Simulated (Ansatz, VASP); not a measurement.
Ga7As8Pd in VASP and in Ansatz

The input INCAR:

```
SYSTEM = Ga7As8Pd
  ALGO = Normal
  EDIFF = 1E-6
  ENCUT = 520
  GGA = PS
  ISIF = 2
  ISMEAR = 0
  ISPIN = 2
  LASPH = .True.
  LCHARG = .False.
  LMAXMIX = 4
  LORBIT = 11
  LREAL = Auto
  LWAVE = .False.
  MAGMOM = 3 0 0 0 0 0 0 0 0 0 0 0 0 0 0 0
  NBANDS = 88
  NELM = 150
  PREC = Accurate
  SIGMA = 0.05
```

The input KPOINTS:

```
k-points
0
Gamma
  3 3 3
  0 0 0
```

File POSCAR:

```
Ga7As8Pd
1.0
    0.0000000000      5.6537000000      5.6537000000
    5.6537000000      0.0000000000      5.6537000000
    5.6537000000      5.6537000000      0.0000000000
Pd Ga As
1 7 8
Direct
    0.0000000000      0.0000000000      1.0000000000
    0.0005118108      0.0005118108      0.4994881892
    0.0005118108      0.4994881892      0.0005118108
    0.0005118108      0.4994881892      0.4994881892
    0.4994881892      0.0005118108      0.0005118108
    0.4994881892      0.0005118108      0.4994881892
    0.4994881892      0.4994881892      0.0005118108
    0.5000000000      0.5000000000      0.5000000000
    0.1232025839      0.1232025839      0.1232025839
    0.1232025839      0.1232025839      0.6303922483
    0.1232025839      0.6303922483      0.1232025839
    0.1247390305      0.6250869898      0.6250869898
    0.6303922483      0.1232025839      0.1232025839
    0.6250869898      0.1247390305      0.6250869898
    0.6250869898      0.6250869898      0.1247390305
    0.6250869898      0.6250869898      0.6250869898
```

Input for Ansatz:

```yaml
crystal:
  lattice:
    - [0.0, 5.6537, 5.6537]
    - [5.6537, 0.0, 5.6537]
    - [5.6537, 5.6537, 0.0]
  atoms:
    - { symbol: Pd, position: [0.0, 0.0, 1.0], spin: 3.0 }
    - { symbol: Ga, position: [0.0005118108, 0.0005118108, 0.4994881892] }
    - { symbol: Ga, position: [0.0005118108, 0.4994881892, 0.0005118108] }
    - { symbol: Ga, position: [0.0005118108, 0.4994881892, 0.4994881892] }
    - { symbol: Ga, position: [0.4994881892, 0.0005118108, 0.0005118108] }
    - { symbol: Ga, position: [0.4994881892, 0.0005118108, 0.4994881892] }
    - { symbol: Ga, position: [0.4994881892, 0.4994881892, 0.0005118108] }
    - { symbol: Ga, position: [0.5, 0.5, 0.5] }
    - { symbol: As, position: [0.1232025839, 0.1232025839, 0.1232025839] }
    - { symbol: As, position: [0.1232025839, 0.1232025839, 0.6303922483] }
    - { symbol: As, position: [0.1232025839, 0.6303922483, 0.1232025839] }
    - { symbol: As, position: [0.1247390305, 0.6250869898, 0.6250869898] }
    - { symbol: As, position: [0.6303922483, 0.1232025839, 0.1232025839] }
    - { symbol: As, position: [0.6250869898, 0.1247390305, 0.6250869898] }
    - { symbol: As, position: [0.6250869898, 0.6250869898, 0.1247390305] }
    - { symbol: As, position: [0.6250869898, 0.6250869898, 0.6250869898] }
basis:
  ecutwfc: 420
  ecutrho_ratio: 4
kpoints:
  mp_grid: { grid: [3, 3, 3] }
hamiltonian:
  xc: pbesol
scf:
  occupations: { method: gaussian, width: 0.05 }
output:
  forces: true
  stress: true
  eigenvalues: true
  populations: true
  hubbard: { sites: [{ site: 0, l: d }] }
  write_density: true
  write_potential: true
  elf: true
  volumetric_format: npy
magnetization:
  spin_polarized: true
```

Alike in both runs: task single point; functional PBEsol; k mesh 3 × 3 × 3; occupations gaussian, width 0.05 eV; collinear spin.

|  | VASP | Ansatz |
| --- | --- | --- |
| version | VASP 6.6.1 | Ansatz 0.2.0 |
| potentials or method | VASP PAW PBE potentials, release 64 (Pd, Ga_d, As), cutoff 520 eV | scalar-relativistic, plane waves, PAW |
| valence electrons in the cell | 141 | 229 |

|  | VASP | Ansatz | Ansatz less VASP |
| --- | --- | --- | --- |
| gap on the k mesh at the Fermi level (eV) | none | none | - |
| pressure (GPa) | -0.2 | -0.3 | -0.15 |
| rms of the force components (eV/Å) | 0.024 | 0.024 | +0.0003 |
| net moment per atom (μB) | 0.00 | 0.00 | 0.000 |

VASP's potentials were made for PBE, not for PBEsol. Atom by atom the forces differ by 0.002 eV/Å (rms over components). A gap of «none» marks a metal or a gap that the smearing closes. VASP's potentials hold 141 valence electrons a cell and Ansatz's 229, so a difference there can come from the potentials and not from the codes. Ansatz's warnings: seeded moment not kept.
